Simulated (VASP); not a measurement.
# Zr (P6/mmm) in VASP: relaxation of cell and atoms with PBEsol

Aim: the relaxation of cell and atoms of Zr with PBEsol.

Program: VASP 6.6.1. These are calculated values, not measurements. Logs are shortened: lines on timing, memory, paths and dates and some standing lists are left out, and cuts for length are marked.

### Step 1. The cell of the first run

Symmetry: P6/mmm, No. 191, hexagonal system. Conventional cell: a = 5.040 Å, b = 5.040 Å, c = 2.712 Å, α = 90.00°, β = 90.00°, γ = 120.00°. Zr (site symmetry -6m2) has 5 Zr at 2.71 to 2.91 Å within 3.6 Å.

This isn't the form of Zr at room conditions, which is hcp.

### Step 2. Relaxation of cell and atoms, PBEsol

INCAR

```
SYSTEM = Zr
  ALGO = Fast
  EDIFF = 1E-7
  EDIFFG = -0.01
  ENCUT = 600
  GGA = PS
  IBRION = 2
  ISIF = 3
  ISMEAR = 0
  LASPH = .True.
  LCHARG = .False.
  LREAL = .False.
  LWAVE = .False.
  NELM = 80
  NSW = 100
  PREC = Accurate
  SIGMA = 0.1
```

KPOINTS

```
k-points
0
Gamma
  12 12 20
  0 0 0
```

POSCAR

```
Zr
1.0
    5.0403302035      0.0000000000      0.0000000000
   -2.5201651018      4.3650539997      0.0000000000
    0.0000000000      0.0000000000      2.7122311119
Zr
2
Direct
    0.3333333333      0.6666666667      0.0000000000
    0.6666666667      0.3333333333      0.0000000000
```

Potentials or basis: VASP PAW PBE potentials, release 64 (Zr_sv).

Started as:

```
> cat potpaw_PBE.64/Zr_sv/POTCAR > POTCAR
> mpirun -np 1 vasp_std > vasp.out
```

OUTCAR:

```text
SYSTEM = Zr
   EDIFF = 1E-7
   EDIFFG = -0.01
   ENCUT = 600
   GGA = PS
   IBRION = 2
   ISIF = 3
   ISMEAR = 0
   LASPH = .True.
   LREAL = .False.
   NELM = 80
   NSW = 100
   PREC = Accurate

 ion  position               nearest neighbor table
   1  0.333  0.667  0.000-   2 2.91   2 2.91   2 2.91
   2  0.667  0.333  0.000-   1 2.91   1 2.91   1 2.91

  LATTYP: Found a hexagonal cell.
 ALAT       =     5.0403302035
 C/A-ratio  =     0.5381058388

  Lattice vectors:

 A1 = (   5.0403302035,   0.0000000000,   0.0000000000)
 A2 = (  -2.5201651018,   4.3650539997,   0.0000000000)
 A3 = (   0.0000000000,   0.0000000000,   2.7122311119)

Analysis of symmetry for initial positions (statically):
=====================================================================
 Subroutine PRICEL returns:
 Original cell was already a primitive cell.

 Routine SETGRP: Setting up the symmetry group for a
 hexagonal supercell.

 Subroutine GETGRP returns: Found 24 space group operations
 (whereof 24 operations were pure point group operations)
 out of a pool of 24 trial point group operations.

The static configuration has the point symmetry D_6h.

Analysis of symmetry for dynamics (positions and initial velocities):
=====================================================================
 Subroutine PRICEL returns:
 Original cell was already a primitive cell.

 Routine SETGRP: Setting up the symmetry group for a
 hexagonal supercell.

 Subroutine GETGRP returns: Found 24 space group operations
 (whereof 24 operations were pure point group operations)
 out of a pool of 24 trial point group operations.

The dynamic configuration has the point symmetry D_6h.

 Subroutine INISYM returns: Found 24 space group operations
 (whereof 24 operations are pure point group operations),
 and found     1 'primitive' translations

----------------------------------------------------------------------------------------

                                     Primitive cell

  volume of cell :      59.6726

  direct lattice vectors                    reciprocal lattice vectors
     5.040330203  0.000000000  0.000000000     0.198399700  0.114546120  0.000000000
    -2.520165102  4.365054000  0.000000000     0.000000000  0.229092240  0.000000000
     0.000000000  0.000000000  2.712231112     0.000000000  0.000000000  0.368700143

  length of vectors
     5.040330203  5.040330204  2.712231112     0.229092240  0.229092240  0.368700143

  position of ions in fractional coordinates (direct lattice)
     0.333333333  0.666666667  0.000000000
     0.666666667  0.333333333  0.000000000

  ion indices of the primitive-cell ions
   primitive index   ion index
                 1           1
                 2           2

----------------------------------------------------------------------------------------

 KPOINTS: k-points

Automatic generation of k-mesh.
 Grid dimensions read from file:
 generate k-points for:   12   12   20

 Generating k-lattice:

  Cartesian coordinates                     Fractional coordinates (reciprocal lattice)
     0.016533308  0.009545510  0.000000000     0.083333333  0.000000000  0.000000000
     0.000000000  0.019091020  0.000000000     0.000000000  0.083333333  0.000000000
     0.000000000  0.000000000  0.018435007     0.000000000  0.000000000  0.050000000

  Length of vectors
     0.019091020  0.019091020  0.018435007

  Shift w.r.t. Gamma in fractional coordinates (k-lattice)
     0.000000000  0.000000000  0.000000000

 Subroutine IBZKPT returns following result:
 ===========================================

 Found    209 irreducible k-points:

 Following reciprocal coordinates:
            Coordinates               Weight
  0.000000  0.000000  0.000000      1.000000
  0.083333  0.000000  0.000000      6.000000
  0.166667 -0.000000  0.000000      6.000000
  0.250000  0.000000  0.000000      6.000000
  0.333333 -0.000000  0.000000      6.000000
  0.416667 -0.000000  0.000000      6.000000
[... 16 lines left out ...]
  0.250000  0.000000  0.050000     12.000000
  0.333333 -0.000000  0.050000     12.000000
 [... further k-points ...]
   k-points           NKPTS =    209   k-points in BZ     NKDIM =    209   number of bands    NBANDS=     16
   number of dos      NEDOS =    301   number of ions     NIONS =      2
   total plane-waves  NPLWV =  38400
   dimension x,y,z NGX =    40 NGY =   40 NGZ =   24
   dimension x,y,z NGXF=    80 NGYF=   80 NGZF=   48
   ions per type =               2
   NGX,Y,Z   is equivalent  to a cutoff of  13.19, 13.19, 14.71 a.u.
   NGXF,Y,Z  is equivalent  to a cutoff of  26.39, 26.39, 29.42 a.u.
 SYSTEM =  Zr
   PREC   = accura    normal or accurate (medium, high low for compatibility)
   ISTART =      0    job   : 0-new  1-cont  2-samecut
   ICHARG =      2    charge: 1-file 2-atom 10-const
   ISPIN  =      1    spin polarized calculation?
   LNONCOLLINEAR =      F non collinear calculations
   LSORBIT =      F    spin-orbit coupling
   LASPH  =      T    aspherical Exc in radial PAW
   ENCUT  =  600.0 eV  44.10 Ry    6.64 a.u.  10.07 10.07  5.42*2*pi/ulx,y,z
   NELM   =     80;   NELMIN=  2; NELMDL= -5     # of ELM steps
   EDIFF  = 0.1E-06   stopping-criterion for ELM
   LREAL  =      F    real-space projection
   EDIFFG = -.1E-01   stopping-criterion for IOM
   NSW    =    100    number of steps for IOM
   IBRION =      2    ionic relax: 0-MD 1-quasi-New 2-CG
   NFREE  =      1    steps in history (QN), initial steepest desc. (CG)
   ISIF   =      3    stress and relaxation
   ISYM   =      2    0-nonsym 1-usesym 2-fastsym
   POTIM  = 0.5000    time-step for ionic-motion
   TEBEG  =    0.0;   TEEND  =   0.0 temperature during run
   PSTRESS=    0.0 pullay stress
   NELECT =      24.0000    total number of electrons
   NUPDOWN=      -1.0000    fix difference up-down
   EMIN   =  10.00;   EMAX   =-10.00  energy-range for DOS
   EFERMI =   0.00;   METHOD = LEGACY
   ISMEAR =     0;   SIGMA  =   0.10  broadening in eV -4-tet -1-fermi 0-gaus
   EFERMI_NEDOS =   21; number of points for ismear=-14 and -15
   IALGO  =     68    algorithm
   IMIX   =      4    mixing-type and parameters
     AMIX     =   0.40;   BMIX     =  1.00
     AMIX_MAG =   1.60;   BMIX_MAG =  1.00
  volume/ion in A,a.u.               =      29.84       201.35
  Fermi-wavevector in a.u.,A,eV,Ry     =   1.208426  2.283594 19.868505  1.460294
  Thomas-Fermi vector in A             =   2.344034
   LORBIT       =      0    0 simple, 1 ext, 2 COOP (PROOUT), +10 PAW based schemes
   GGA     = PS    functional components
   LHFCALC =     F    Hartree Fock is set to
   AEXX    =    0.0000 exact exchange contribution
   IVDW    =     0    specifies the selected vdW correction
   LEPSILON=     F    determine dielectric tensor
   LRPA    =     F    only Hartree local field effects (RPA)
 conjugate gradient relaxation of ions
 non-spin polarized calculation
 RMM-DIIS sequential band-by-band and
 Gauss-broadening in eV      SIGMA  =   0.10
  energy-cutoff  :      600.00
  volume of cell :       59.67
 maximum number of plane-waves:      2022
   NGX = 21   NGY = 21   NGZ = 11

--------------------------------------- Ionic step        1  -------------------------------------------

 number of electron      24.0000000 magnetization

 Free energy of the ion-electron system (eV)
  ---------------------------------------------------
  ext. energy  EPLUGINS =         0.00000000
  ---------------------------------------------------
  free energy    TOTEN  =       -14.96589052 eV

  energy without entropy =      -14.95236951  energy(sigma->0) =      -14.95913002

------------------------ aborting loop because EDIFF is reached ----------------------------------------

  FORCE on cell =-STRESS in cart. coord.  units (eV):
  Direction    XX          YY          ZZ          XY          YZ          ZX
  --------------------------------------------------------------------------------------
  -------------------------------------------------------------------------------------
  Total        0.1656683      0.1656683      0.0684339     -0.0000000      0.0000000      0.0000000
  in kB        4.4481026      4.4481026      1.8374124     -0.0000000      0.0000000      0.0000000
  external PRESSURE =       3.5778725 kB  Pullay stress =       0.0000000 kB
[... 93 lines left out ...]
  energy  without entropy=      -14.9531826917  energy(sigma->0) =      -14.95985929

--------------------------------------- Ionic step        4  -------------------------------------------

 number of electron      24.0000000 magnetization

 Free energy of the ion-electron system (eV)
  ---------------------------------------------------
  ext. energy  EPLUGINS =         0.00000000
  ---------------------------------------------------
  free energy    TOTEN  =       -14.96668473 eV

  energy without entropy =      -14.95374445  energy(sigma->0) =      -14.96021459

 E-fermi :   5.5837     XC(G=0):  -9.7119

 val. band max:        5.5772549633   @ k =   0.3333   0.3333   0.1500
 cond. band min:       5.5852978299   @ k =   0.0833   0.0000   0.2000
 fundamental gap:      0.0080428666
 Fermi energy:         5.5837187345

 k-point     1 :       0.0000    0.0000    0.0000
  band No.  band energies     occupation
      1     -43.0024      2.00000
      2     -42.7979      2.00000
      3     -21.3982      2.00000
      4     -21.3982      2.00000
      5     -20.6337      2.00000
      6     -20.6337      2.00000
[... 8 lines left out ...]
     15       6.0367      0.00000
     16       9.8939      0.00000
[... 420 lines left out ...]
  band No.  band energies     occupation
      1     -42.9529      2.00000
      2     -42.8350      2.00000
      3     -21.4405      2.00000
      4     -21.2679      2.00000
      5     -20.7577      2.00000
      6     -20.5721      2.00000
[... 8 lines left out ...]
     15       7.2067      0.00000
     16       9.2191      0.00000

 [... further k-points ...]

------------------------ aborting loop because EDIFF is reached ----------------------------------------

  FORCE on cell =-STRESS in cart. coord.  units (eV):
  Direction    XX          YY          ZZ          XY          YZ          ZX
  --------------------------------------------------------------------------------------
  -------------------------------------------------------------------------------------
  Total       -0.0016885     -0.0016885     -0.0034833      0.0000000      0.0000000      0.0000000
  in kB       -0.0449201     -0.0449201     -0.0926650      0.0000000      0.0000000      0.0000000
  external PRESSURE =      -0.0608351 kB  Pullay stress =       0.0000000 kB
[... 17 lines left out ...]
  FREE ENERGIE OF THE ION-ELECTRON SYSTEM (eV)
  ---------------------------------------------------
  free  energy   TOTEN  =       -14.9666847263 eV

  energy  without entropy=      -14.9537444501  energy(sigma->0) =      -14.96021459

 reached required accuracy - stopping structural energy minimisation
```

Wall time 14 min (1 thread of Oxide Virtual Turin-like, shared host); peak memory 0.32 GiB.

What came out:

- Free energy: -14.9667 eV
- Relaxed volume: 30.11 Å³/atom
- Relaxed cell: a = 5.065 Å, b = 5.065 Å, c = 2.710 Å, α = 90.00°, β = 90.00°, γ = 120.00°
- Space group after relaxing (to 0.1 Å): P6/mmm (No. 191)
- Energy gained by relaxing: 0.4 meV/atom
- Ionic steps: 4
- Pressure after relaxing: 0.0 GPa
- Band gap on the k mesh: zero (bands 12 and 13 overlap by 1.51 eV)

Step by step:
| step | energy change (eV) | largest force (eV/Å) | pressure (GPa) | volume (Å³) |
| --- | --- | --- | --- | --- |
| 1 | 0.0000 | 0.0000 | 0.36 | 59.67 |
| 2 | -0.0006 | 0.0000 | -0.10 | 60.25 |
| 3 | -0.0006 | 0.0000 | -0.05 | 60.20 |
| 4 | -0.0008 | 0.0000 | -0.01 | 60.23 |

Final structure:
```cif
data_structure
_symmetry_space_group_name_H-M 'P 1'
_symmetry_Int_Tables_number 1
_cell_length_a 5.0654
_cell_length_b 5.0654
_cell_length_c 2.7103
_cell_angle_alpha 90.000
_cell_angle_beta 90.000
_cell_angle_gamma 120.000
_cell_volume 60.23
loop_
_atom_site_label
_atom_site_type_symbol
_atom_site_fract_x
_atom_site_fract_y
_atom_site_fract_z
_atom_site_occupancy
Zr1 Zr 0.33333 0.66667 0.00000 1
Zr2 Zr 0.66667 0.33333 0.00000 1
```

Levels at points of the mesh, in eV from the Fermi level:
| k point | band 9 | band 10 | band 11 | band 12 | band 13 | band 14 | band 15 | band 16 |
| --- | --- | --- | --- | --- | --- | --- | --- | --- |
| (0.00, 0.00, 0.00) | -4.17 | -1.62 | -0.90 | 0.06 | 0.06 | 0.45 | 0.45 | 4.31 |
| (0.50, 0.00, 0.00) | -2.67 | -1.76 | -1.52 | -0.93 | -0.56 | -0.26 | 2.52 | 3.23 |
| (0.00, 0.00, 0.50) | -1.87 | -1.87 | -0.50 | 0.79 | 0.79 | 1.87 | 2.07 | 2.07 |
| (0.50, 0.00, 0.50) | -2.27 | -1.95 | -0.27 | 0.33 | 0.86 | 0.86 | 1.63 | 3.26 |

Caveat: the PAW data sets were made with another functional, which shifts forces and pressure a little.
